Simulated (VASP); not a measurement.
# AlN in VASP: further runs, part 2 of 2

VASP 6.6.1. Earlier steps stand in the parts before.

**3. Single point, HSE06 (uniaxial x strain -0.5%)**

Contents of POSCAR:

```
AlN
1.0
    0.0000000000      2.0188684454      2.0188684454
    2.0087741032      0.0000000000      2.0188684454
    2.0087741032      2.0188684454      0.0000000000
Al N
1 1
Direct
    0.0000000000      0.0000000000      0.0000000000
    0.5000000000      0.5000000000      0.5000000000
```

Contents of INCAR.step1:

```
SYSTEM = AlN
PREC = Accurate ; ENCUT = 520
EDIFF = 1E-5 ; ISMEAR = 0
SIGMA = 0.01 ; LREAL = .False.
LASPH = .True. ; NELM = 80
ALGO = Normal ; ISIF = 2
LWAVE = .True. ; LCHARG = .False.
NBANDS = 11 ; GGA = PE
```

Contents of INCAR.step2:

```
SYSTEM = AlN
PREC = Accurate ; ENCUT = 520
EDIFF = 1E-7 ; ISMEAR = 0
SIGMA = 0.01 ; LREAL = .False.
LASPH = .True. ; NELM = 80
ALGO = Normal ; ISIF = 2
LWAVE = .False. ; LCHARG = .False.
GGA = PE ; LHFCALC = .True.
HFSCREEN = 0.2079 ; PRECFOCK = Normal
NBANDS = 11 ; ISTART = 1
```

Contents of KPOINTS:

```
regular mesh
0
Gamma
  8 8 8
  0 0 0
```

Potentials or basis: VASP PAW PBE potentials, release 64 (Al, N).

Run with:

```console
$ cat potpaw_PBE.64/Al/POTCAR potpaw_PBE.64/N/POTCAR > POTCAR
$ cp INCAR.step1 INCAR
$ mpirun -np 1 vasp_std > vasp.out
$ cp INCAR.step2 INCAR
$ mpirun -np 1 vasp_std > vasp.out
```

OUTCAR:

```text
SYSTEM = AlN
   PREC = Accurate
   ENCUT = 520
   EDIFF = 1E-7
   ISMEAR = 0
   LREAL = .False.
   LASPH = .True.
   NELM = 80
   ISIF = 2
   GGA = PE
   LHFCALC = .True.
   HFSCREEN = 0.2079
   PRECFOCK = Normal
   ISTART = 1

 ion  position               nearest neighbor table
   1  0.000  0.000  0.000-   2 2.01   2 2.01   2 2.02   2 2.02   2 2.02   2 2.02
   2  0.500  0.500  0.500-   1 2.01   1 2.01   1 2.02   1 2.02   1 2.02   1 2.02

  LATTYP: Found a body centered tetragonal cell.
 ALAT       =     2.8551111361
 C/A-ratio  =     1.4071424946

  Lattice vectors:

 A1 = (  -2.0087741032,   0.0000000000,  -2.0188684454)
 A2 = (  -2.0087741032,   0.0000000000,   2.0188684454)
 A3 = (   2.0087741032,   2.0188684454,   0.0000000000)

Analysis of symmetry for initial positions (statically):
=====================================================================
 Subroutine PRICEL returns:
 Original cell was already a primitive cell.

 Routine SETGRP: Setting up the symmetry group for a
 body centered tetragonal supercell.

 Subroutine GETGRP returns: Found 16 space group operations
 (whereof 16 operations were pure point group operations)
[... 184 lines left out ...]
      3       9.2351      2.00000
      4       9.2351      2.00000
      5      16.5611      0.00000
      6      23.0368      0.00000
      7      23.0368      0.00000
      8      23.1058      0.00000
      9      28.2704      0.00000
     10      28.9157      0.00000
     11      29.0900      0.00000
[... 309 lines left out ...]
 k-point    24 :       0.3750    0.1250    0.1250
  band No.  band energies     occupation
      1      -8.0615      2.00000
      2       3.5616      2.00000
      3       6.9367      2.00000
      4       8.5313      2.00000
      5      18.6261      0.00000
      6      21.6744      0.00000
      7      22.4257      0.00000
      8      23.1297      0.00000
      9      26.5464      0.00000
     10      30.0370      0.00000
     11      30.6601      0.00000

 [... further k-points ...]

------------------------ aborting loop because EDIFF is reached ----------------------------------------

  FORCE on cell =-STRESS in cart. coord.  units (eV):
  Direction    XX          YY          ZZ          XY          YZ          ZX
  --------------------------------------------------------------------------------------
  -------------------------------------------------------------------------------------
  Total        0.0969681     -0.0545853     -0.0545853      0.0000000      0.0000000     -0.0000000
  in kB        9.4877345     -5.3408394     -5.3408394      0.0000000      0.0000000     -0.0000000
  external PRESSURE =      -0.3979814 kB  Pullay stress =       0.0000000 kB

 VOLUME and BASIS-vectors are now :
 -----------------------------------------------------------------------------
  energy-cutoff  :      520.00
  volume of cell :       16.37
      direct lattice vectors                 reciprocal lattice vectors
     0.000000000  2.018868445  2.018868445    -0.248908028  0.247663488  0.247663488
     2.008774103  0.000000000  2.018868445     0.248908028 -0.247663488  0.247663488
     2.008774103  2.018868445  0.000000000     0.248908028  0.247663488 -0.247663488

 POSITION                                       TOTAL-FORCE (eV/Angst)
 -----------------------------------------------------------------------------------
      0.00000      0.00000      0.00000         0.000000     -0.000000      0.000000
      2.00877      2.01887      2.01887        -0.000000      0.000000     -0.000000
 -----------------------------------------------------------------------------------
    total drift:                               -0.000155      0.000002      0.000027

  FREE ENERGIE OF THE ION-ELECTRON SYSTEM (eV)
  ---------------------------------------------------
  free  energy   TOTEN  =       -17.1339138867 eV

  energy  without entropy=      -17.1339138867  energy(sigma->0) =      -17.13391389
```

OSZICAR.step1:

```text
N       E                     dE             d eps       ncg     rms          rms(c)
DAV:   1     0.114384721335E+02    0.11438E+02   -0.40453E+03  1322   0.621E+02
DAV:   2    -0.155510053874E+02   -0.26989E+02   -0.25557E+02  1562   0.141E+02
DAV:   3    -0.162845968629E+02   -0.73359E+00   -0.73236E+00  1603   0.216E+01
DAV:   4    -0.162875372631E+02   -0.29404E-02   -0.29402E-02  1448   0.147E+00
DAV:   5    -0.162875619233E+02   -0.24660E-04   -0.24660E-04  1555   0.128E-01    0.763E+00
DAV:   6    -0.145552428345E+02    0.17323E+01   -0.74272E+00  1430   0.145E+01    0.271E+00
DAV:   7    -0.145398438277E+02    0.15399E-01   -0.19038E-01  1471   0.315E+00    0.179E+00
DAV:   8    -0.145345187638E+02    0.53251E-02   -0.16020E-02  1385   0.110E+00    0.346E-01
DAV:   9    -0.145341312200E+02    0.38754E-03   -0.15814E-03  1496   0.238E-01    0.154E-01
DAV:  10    -0.145341890544E+02   -0.57834E-04   -0.15058E-04  1469   0.887E-02    0.449E-02
DAV:  11    -0.145341824819E+02    0.65725E-05   -0.20943E-05   871   0.261E-02
   1 F= -.14534182E+02 E0= -.14534182E+02  d E =-.251797E-55
```

Run time: 40 min. Hardware: 1 thread of AMD EPYC 7R13 (Zen 3), shared host; peak memory 0.22 GiB.

Results:

- Free energy: -17.1339 eV
- Pressure: 0.0 GPa
- Band gap on the k mesh: 6.02 eV (least direct gap 7.33 eV)

Stress tensor (GPa, compression positive):
```
 0.95  0.00  0.00
 0.00 -0.53  0.00
 0.00  0.00 -0.53
```

Levels at points of the mesh, in eV from the valence-band top:
```tsv
k point	band 1	band 2	band 3	band 4	band 5	band 6	band 7	band 8	band 9
(0.00, 0.00, 0.00)	-19.32	-0.04	0.00	0.00	7.33	13.80	13.80	13.87	19.04
(0.50, 0.00, 0.00)	-15.81	-9.08	-1.20	-1.18	7.58	12.60	12.72	15.66	18.10
(0.50, 0.50, 0.00)	-14.76	-8.11	-3.12	-3.04	6.07	6.61	16.32	19.55	19.73
(0.00, 0.50, 0.50)	-14.71	-8.08	-3.12	-3.12	6.02	6.55	16.39	19.58	19.58
```

Caveat: the cell differs from its parent crystal (uniaxial x strain -0.5%); the PAW data sets were made with another functional, which shifts forces and pressure a little.

**4. Single point, HSE06 (epitaxial xy strain +0.5%)**

Contents of POSCAR:

```
AlN
1.0
    0.0000000000      2.0289627876      2.0111917083
    2.0289627876      0.0000000000      2.0111917083
    2.0289627876      2.0289627876      0.0000000000
Al N
1 1
Direct
    0.0000000000      0.0000000000      0.0000000000
    0.5000000000      0.5000000000      0.5000000000
```

Contents of INCAR.step1:

```
ALGO     = Normal         # electronic algorithm
EDIFF    = 1E-5           # SCF threshold, eV
ENCUT    = 520            # plane-wave cutoff, eV
GGA      = PE             # functional
ISIF     = 2              # what is computed and relaxed
ISMEAR   = 0              # smearing method
LASPH    = True           # aspherical terms in the spheres
LCHARG   = False          # write CHGCAR
LREAL    = False          # projectors in reciprocal space
LWAVE    = True           # write WAVECAR
NBANDS   = 11             # bands
NELM     = 80             # most SCF steps
PREC     = Accurate       # precision mode
SIGMA    = 0.01           # smearing width, eV
```

Contents of INCAR.step2:

```
ALGO     = Normal         # electronic algorithm
EDIFF    = 1E-6           # SCF threshold, eV
ENCUT    = 520            # plane-wave cutoff, eV
GGA      = PE             # functional
HFSCREEN = 0.2079         # screening, 1/A
ISIF     = 2              # what is computed and relaxed
ISMEAR   = 0              # smearing method
ISTART   = 1            
LASPH    = True           # aspherical terms in the spheres
LCHARG   = False          # write CHGCAR
LHFCALC  = True           # exact exchange
LREAL    = False          # projectors in reciprocal space
LWAVE    = False          # write WAVECAR
NBANDS   = 11             # bands
NELM     = 80             # most SCF steps
PREC     = Accurate       # precision mode
PRECFOCK = Normal       
SIGMA    = 0.01           # smearing width, eV
```

Contents of KPOINTS:

```
k-points
0
Gamma
  8 8 8
```

Potentials or basis: VASP PAW PBE potentials, release 64 (Al, N).

Run with:

```console
$ cat potpaw_PBE.64/Al/POTCAR potpaw_PBE.64/N/POTCAR > POTCAR
$ cp INCAR.step1 INCAR
$ mpirun -np 1 vasp_std > vasp.out
$ cp INCAR.step2 INCAR
$ mpirun -np 1 vasp_std > vasp.out
```

OUTCAR:

```text
EDIFF = 1E-6
   ENCUT = 520
   GGA = PE
   HFSCREEN = 0.2079
   ISIF = 2
   ISMEAR = 0
   ISTART = 1
   LASPH = True
   LHFCALC = True
   LREAL = False
   NELM = 80
   PREC = Accurate
   PRECFOCK = Normal

 ion  position               nearest neighbor table
   1  0.000  0.000  0.000-   2 2.01   2 2.01   2 2.03   2 2.03   2 2.03   2 2.03
   2  0.500  0.500  0.500-   1 2.01   1 2.01   1 2.03   1 2.03   1 2.03   1 2.03

  LATTYP: Found a body centered tetragonal cell.
[... 536 lines left out ...]

------------------------ aborting loop because EDIFF is reached ----------------------------------------

  FORCE on cell =-STRESS in cart. coord.  units (eV):
  Direction    XX          YY          ZZ          XY          YZ          ZX
  --------------------------------------------------------------------------------------
  -------------------------------------------------------------------------------------
  Total       -0.4033376     -0.4033376     -0.1513860      0.0000000     -0.0000000      0.0000000
  in kB      -39.0254305    -39.0254305    -14.6475435      0.0000000     -0.0000000      0.0000000
  external PRESSURE =     -30.8994682 kB  Pullay stress =       0.0000000 kB

 VOLUME and BASIS-vectors are now :
 -----------------------------------------------------------------------------
  energy-cutoff  :      520.00
  volume of cell :       16.56
      direct lattice vectors                 reciprocal lattice vectors
     0.000000000  2.028962788  2.011191708    -0.246431331  0.246431331  0.248608821
     2.028962788  0.000000000  2.011191708     0.246431331 -0.246431331  0.248608821
     2.028962788  2.028962788  0.000000000     0.246431331  0.246431331 -0.248608821

 POSITION                                       TOTAL-FORCE (eV/Angst)
 -----------------------------------------------------------------------------------
      0.00000      0.00000      0.00000        -0.000000      0.000000      0.000000
      2.02896      2.02896      2.01119         0.000000     -0.000000      0.000000
 -----------------------------------------------------------------------------------
    total drift:                               -0.000136     -0.000072     -0.000305

  FREE ENERGIE OF THE ION-ELECTRON SYSTEM (eV)
  ---------------------------------------------------
  free  energy   TOTEN  =       -17.1317530854 eV

  energy  without entropy=      -17.1317530854  energy(sigma->0) =      -17.13175309
```

OUTCAR.step1:

```text
EDIFF = 1E-5
   ENCUT = 520
   GGA = PE
   ISIF = 2
   ISMEAR = 0
[... 559 lines left out ...]
 -----------------------------------------------------------------------------------
      0.00000      0.00000      0.00000        -0.000000      0.000000      0.000000
      2.02896      2.02896      2.01119         0.000000     -0.000000     -0.000000
 -----------------------------------------------------------------------------------
    total drift:                               -0.000000     -0.000000      0.000000

  FREE ENERGIE OF THE ION-ELECTRON SYSTEM (eV)
  ---------------------------------------------------
  free  energy   TOTEN  =       -14.5406679348 eV

  energy  without entropy=      -14.5406679348  energy(sigma->0) =      -14.54066793
```

OSZICAR.step1:

```text
N       E                     dE             d eps       ncg     rms          rms(c)
DAV:   1     0.108667721484E+02    0.10867E+02   -0.40167E+03  1330   0.620E+02
DAV:   2    -0.155257929674E+02   -0.26393E+02   -0.25225E+02  1604   0.141E+02
DAV:   3    -0.162809260603E+02   -0.75513E+00   -0.75364E+00  1564   0.216E+01
DAV:   4    -0.162844096327E+02   -0.34836E-02   -0.34832E-02  1469   0.160E+00
DAV:   5    -0.162844389304E+02   -0.29298E-04   -0.29297E-04  1538   0.140E-01    0.759E+00
DAV:   6    -0.145608003697E+02    0.17236E+01   -0.74916E+00  1412   0.145E+01    0.269E+00
DAV:   7    -0.145464661569E+02    0.14334E-01   -0.18097E-01  1436   0.310E+00    0.178E+00
DAV:   8    -0.145409740753E+02    0.54921E-02   -0.15874E-02  1400   0.110E+00    0.339E-01
DAV:   9    -0.145406143822E+02    0.35969E-03   -0.15015E-03  1502   0.231E-01    0.151E-01
DAV:  10    -0.145406738549E+02   -0.59473E-04   -0.14051E-04  1457   0.868E-02    0.424E-02
DAV:  11    -0.145406679348E+02    0.59201E-05   -0.18291E-05   781   0.244E-02
   1 F= -.14540668E+02 E0= -.14540668E+02  d E =-.529011E-39
```

Wall time 39 min (1 thread of Intel Xeon Platinum 8259CL at 2.50GHz (Skylake/Cascade Lake), shared host); peak memory 0.26 GiB.

What came out:

```
Free energy            : -17.1318 eV
Pressure               : -3.1 GPa
Band gap on the k mesh : 5.87 eV (least direct gap 7.14 eV)
```

Stress tensor (GPa, compression positive):
```
-3.90  0.00  0.00
 0.00 -3.90  0.00
 0.00  0.00 -1.46
```

Levels at points of the mesh, in eV from the valence-band top:
```
           k point  band 1  band 2  band 3  band 4  band 5  band 6  band 7  band 8
(0.00, 0.00, 0.00)  -19.23   -0.08    0.00    0.00    7.14   13.73   13.73   13.85
(0.50, 0.00, 0.00)  -15.76   -9.01   -1.20   -1.17    7.49   12.44   12.66   15.46
(0.50, 0.50, 0.00)  -14.66   -8.00   -3.12   -3.12    5.87    6.53   16.26   19.36
(0.50, 0.00, 0.50)  -14.74   -8.04   -3.11   -2.99    5.95    6.62   16.15   19.30
```

Caveat: the cell differs from its parent crystal (epitaxial xy strain +0.5%); the cell stands under tension; the PAW data sets were made with another functional, which shifts forces and pressure a little.

**5. Summary**

```tsv
cell	gap on the mesh (eV)	pressure (GPa)
a = 2.855 Å, angles 60.0°, 2 atoms	6.01	-1.5
a = 2.855, b = 2.848, c = 2.848 Å, angles 60.2, 59.9, 59.9°, 2 atoms	6.02	0.0
a = 2.857, b = 2.857, c = 2.869 Å, angles 59.9, 59.9, 60.3°, 2 atoms	5.87	-3.1
```

Alike in all rows: task single point; level HSE06; potentials or basis VASP PAW PBE potentials, release 64 (Al, N); no spin polarisation; k mesh 8 × 8 × 8; cutoff (eV) 520; smearing gaussian 0.01 eV.

Caveats: the PAW data sets were made with another functional, which shifts forces and pressure a little; the cell stands under tension (at least some runs).

Total energies depend on the potentials used, so only differences within one code and one set of settings carry meaning.
